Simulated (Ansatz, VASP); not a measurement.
**Sn in VASP and in Ansatz**

Contents of INCAR:

```
SYSTEM = Sn
PREC = Accurate
ENCUT = 520
EDIFF = 1E-7
ISMEAR = -1
SIGMA = 0.05
LREAL = .False.
LASPH = .True.
NELM = 80
ALGO = Normal
ISIF = 2
LWAVE = .False.
LCHARG = .True.
GGA = PE
LELF = .True.
LVHAR = .True.
NBANDS = 21
```

KPOINTS

```
regular mesh
0
Gamma
  13 13 7
  0 0 0
```

File POSCAR:

```
Sn
1.0
    2.5111450301      0.0000000000      0.0000000000
   -1.2555725151      2.1747153887      0.0000000000
    0.0000000000      0.0000000000      4.0616126478
Sn
2
Direct
    0.3333333333      0.6666666667      0.2500000000
    0.6666666667      0.3333333333      0.7500000000
```

Input for Ansatz:

```yaml
crystal:
  lattice:
    - [2.5111450301, 0.0, 0.0]
    - [-1.2555725151, 2.1747153887, 0.0]
    - [0.0, 0.0, 4.0616126478]
  atoms:
    - { symbol: Sn, position: [0.3333333333, 0.6666666667, 0.25] }
    - { symbol: Sn, position: [0.6666666667, 0.3333333333, 0.75] }
kpoints:
  mp_grid: { grid: [13, 13, 7] }
  band_path:
    path:
      - [0.0, 0.0, 0.0]
      - [0.5, 0.0, 0.0]
      - [0.3333333333, 0.3333333333, 0.0]
      - [0.0, 0.0, 0.0]
      - [0.0, 0.0, 0.5]
      - [0.5, 0.0, 0.5]
      - [0.3333333333, 0.3333333333, 0.5]
      - [0.0, 0.0, 0.5]
      - [0.5, 0.0, 0.5]
    npoints: 8
scf:
  occupations: { method: fermi_dirac, width: 0.05 }
hamiltonian:
  xc: pbe
  pseudopotentials: { kind: all_electron, lapw: { basis_error: 0.001 } }
output:
  forces: true
  stress: true
  eigenvalues: true
  populations: true
  dos: { projected: true, de: 0.2, e_range: [-14, 8] }
```

Change from the starting cell: volume scaled by 0.4, LAPW.

Alike in both runs: task single point; functional PBE; k mesh 13 × 13 × 7; occupations fermi-dirac, width 0.05 eV; no spin polarisation.

```csv
,VASP,Ansatz
version,VASP 6.6.1,Ansatz 0.2.0
potentials or method,"VASP PAW PBE potentials, release 64 (Sn_d), cutoff 520 eV","all-electron LAPW, scalar-relativistic"
```

Ansatz gave:

* pressure (GPa): 392.3

Question: What did VASP give for the same quantities?

Answer: Pressure (GPa): 394.1.

Both programs put the cell under a high pressure, so it lies far from rest at this level. Ansatz ran all-electron here, and VASP with PAW potentials.

Noted on VASP's run: the cell as given lies far from equilibrium.
